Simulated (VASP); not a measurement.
Set up this calculation in VASP 6.6.1, as the native input.

| Property | Result |
| --- | --- |
| Task | relaxation of volume and atoms at fixed shape |
| Functional | LDA |
| Potentials or basis | VASP PAW LDA potentials, release 64 (Ta_pv, Os) |
| Cutoff | 600 eV |
| k mesh | 11 × 11 × 3 |
| Occupations | methfessel-paxton, width 0.05 eV |
| Spin | no spin polarisation |
| Dipole correction | no |
| Further INCAR settings | ALGO = Normal; EDIFF = 1e-06; IBRION = 2; EDIFFG = -0.03; NSW = 60; ISIF = 8 |

The structure of TaOs3 lies in POSCAR:

```
TaOs3
1.0
    2.7876457800      0.0000000000      0.0000000000
   -1.3938228900      2.4141720600      0.0000000000
    0.0000000000      0.0000000000      9.0869870000
Ta Os
1 3
Direct
    0.6666666700      0.3333333300      0.0000000000
    0.6666666700      0.3333333300      0.5000000000
    0.3333333300      0.6666666700      0.2647860000
    0.3333333300      0.6666666700      0.7352140000
```

One way to write it, as run:

INCAR

```
PREC = Accurate
ENCUT = 600
EDIFF = 1E-6
ISMEAR = 1
SIGMA = 0.05
LREAL = False
LASPH = True
NELM = 60
ALGO = Normal
ISIF = 8
LWAVE = False
LCHARG = False
GGA = CA
IBRION = 2
NSW = 60
EDIFFG = -0.03
```

KPOINTS

```
regular mesh
0
Gamma
  11 11 3
```

Potentials or basis: VASP PAW LDA potentials, release 64 (Ta_pv, Os).

Command:

```bash
$ cat potpaw_LDA.64/Ta_pv/POTCAR potpaw_LDA.64/Os/POTCAR > POTCAR
$ mpirun -np 1 vasp_std > vasp.out
```

Results of the run:

```yaml
Relaxed_volume: 14.61 Å³/atom
Relaxed_cell: a = 2.746 Å, b = 2.746 Å, c = 8.951 Å, α = 90.00°, β = 90.00°, γ = 120.00°
Space_group_after_relaxing_to_0.1_Å: P-6m2 (No. 187)
Pressure_after_relaxing: 0.1 GPa
Largest_force_after_relaxing: 0.011 eV/Å
Band_gap_on_the_k_mesh: zero (an odd number of electrons rules out a gap without spin polarisation)
```

Caveat: spin-orbit coupling is left out, which moves the levels of the heavy elements.

Wall time 8.4 min on 1 thread of Intel Xeon 8259CL, on a shared host, peak memory 0.21 GiB.
